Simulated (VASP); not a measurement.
Here is a VASP 6.6.1 calculation.

INCAR

```
PREC = Accurate
ENCUT = 520
EDIFF = 1E-6
ISMEAR = -1
SIGMA = 0.02
LREAL = False
LASPH = True
NELM = 100
ALGO = Normal
ISIF = 2
LWAVE = False
LCHARG = False
GGA = PE
NBANDS = 11
```

The input KPOINTS:

```
Automatic mesh
0
Gamma
  8 8 8
```

File POSCAR:

```
BeTe
1.0
    0.0000000000      2.8286236224      2.7734654617
    2.8286236224      0.0000000000      2.7734654617
    2.8286236224      2.8286236224      0.0000000000
Be Te
1 1
Direct
    0.0000000000      0.0000000000      0.0000000000
    0.2500000000      0.2500000000      0.2500000000
```

Potentials or basis: VASP PAW PBE potentials, release 64 (Be, Te).

Command:

```bash
$ cat potpaw_PBE.64/Be/POTCAR potpaw_PBE.64/Te/POTCAR > POTCAR
$ mpirun -np 1 vasp_std > vasp.out
```

Question: Predict the band gap on the k mesh.

Answer: 1.80 eV (least direct gap 3.51 eV).

Question: Estimate the pressure.

Answer: 1.5 GPa.

Stress tensor (GPa, compression positive):
```
1.13 0.00 0.00
0.00 1.13 0.00
0.00 0.00 2.29
```

Caveat: the cell differs from its parent crystal (uniaxial z strain -1.9%); spin-orbit coupling is left out, which moves the levels of the heavy elements. A k mesh can miss the band edges.
